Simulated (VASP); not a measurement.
Wanted: the native input for a VASP 6.6.1 run.

```yaml
Task: single point
Functional: RPBE
Potentials_or_basis: VASP PAW PBE potentials, release 64 (Gd)
Cutoff: 520 eV
k_mesh: 9 × 9 × 9
Occupations: gaussian, width 0.1 eV
Spin: collinear spin, ferromagnetic start
Starting_moments: "[7.0] μB"
Dipole_correction: no
Further_INCAR_settings: ALGO = Normal; EDIFF = 1e-07; NBANDS = 19
```

The structure of Gd lies in POSCAR:

```
Gd
1.0
   -2.0250000000      2.0250000000      2.0250000000
    2.0250000000     -2.0250000000      2.0250000000
    2.0250000000      2.0250000000     -2.0250000000
Gd
1
Direct
    0.0000000000      0.0000000000      0.0000000000
```

These files were run (other wordings do the same):

INCAR

```
SYSTEM = Gd
PREC = Accurate
ENCUT = 520
EDIFF = 1E-7
ISMEAR = 0
SIGMA = 0.1
LREAL = .FALSE.
LASPH = .TRUE.
NELM = 150
ALGO = Normal
ISIF = 2
LWAVE = .FALSE.
LCHARG = .TRUE.
ISPIN = 2
MAGMOM = 7
LORBIT = 11
LMAXMIX = 6
GGA = RP
LELF = .TRUE.
LVHAR = .TRUE.
NBANDS = 19
```

KPOINTS

```
Automatic mesh
0
G
  9 9 9
  0 0 0
```

Potentials or basis: VASP PAW PBE potentials, release 64 (Gd).

Run with:

```bash
$ cat potpaw_PBE.64/Gd/POTCAR > POTCAR
$ mpirun -np 1 vasp_std > vasp.out
```

Results of the run:

The pressure is 1.6 GPa, the net moment is 7.63 μB per cell and the site moments are Gd +7.00 μB. The valence electrons inside the program's atomic spheres are Gd 15.21.

Caveat: the PAW data sets were made with another functional, which shifts forces and pressure a little.

Wall time 98 s on 1 thread of Intel(R) Xeon(R) Platinum 8488C (Sapphire Rapids), on a shared host, peak memory 0.2 GiB.
